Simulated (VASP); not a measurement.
Crystal: MgCd3Se3.

```
Mg Cd Se
1.0
     4.10000    0.00000    0.00000
    -2.05000    3.55070    0.00000
     0.00000    0.00000   11.80000
Mg Cd Se
1 3 3
Cartesian
  0.0000 0.0000 0.0000
  0.0000 0.0000 9.1450
  0.0000 2.3671 4.0474
  0.0000 0.0000 6.3484
  2.0500 1.1836 10.3958
  2.0500 1.1836 5.0976
  0.0000 2.3671 1.4042
```

```yaml
Program: VASP 6.6.1
Task: relaxation of cell and atoms
Functional: PBE
Potentials_or_basis: VASP PAW PBE potentials, release 64 (Mg, Cd, Se)
Cutoff: 600 eV
k_mesh: 5 × 5 × 2
Occupations: gaussian, width 0.2 eV
Spin: no spin polarisation
```

At the start: pressure 7.5 GPa; volume 24.54 Å³/atom.

Q: How do energy, volume and symmetry change on relaxing?

A: Over 11 steps the energy falls by 228.4 meV/atom and the volume is 27.14 Å³/atom (+10.6 %); space group P3m1 (No. 156, to 0.1 Å) before and after.

The path:
```tsv
step	energy change (eV)	largest force (eV/Å)	pressure (GPa)	volume (Å³)
1	0.0000	2.7424	7.48	171.78
2	-1.1225	1.1670	-1.79	201.88
3	-1.1227	1.1928	-1.65	201.10
4	-1.3353	0.7726	-0.84	195.94
5	-1.4768	0.7829	0.79	188.26
6	-1.5545	0.4063	0.03	190.20
7	-1.5546	0.4100	0.00	190.28
8	-1.5780	0.2959	-0.10	190.70
9	-1.5904	0.2748	-0.19	191.31
10	-1.5987	0.0814	0.10	190.06
11	-1.5987	0.0761	0.13	189.97
```

Final structure:
```xyz
7
Lattice="4.1228 0.0000 0.0000 -2.0614 3.5705 0.0000 0.0000 0.0000 12.9049" Properties=species:S:1:pos:R:3 pbc="T T T"
Mg    0.0000    0.0000    0.3570
Cd    0.0000    0.0000    9.9608
Cd    0.0000    2.3803    4.0437
Cd    0.0000    0.0000    7.2412
Se    2.0614    1.1902   11.3692
Se    2.0614    1.1902    5.4127
Se    0.0000    2.3803    1.4658
```

Caveat: the relaxation stopped at a loose force limit of 0.08 eV/Å, so its end isn't a converged minimum.
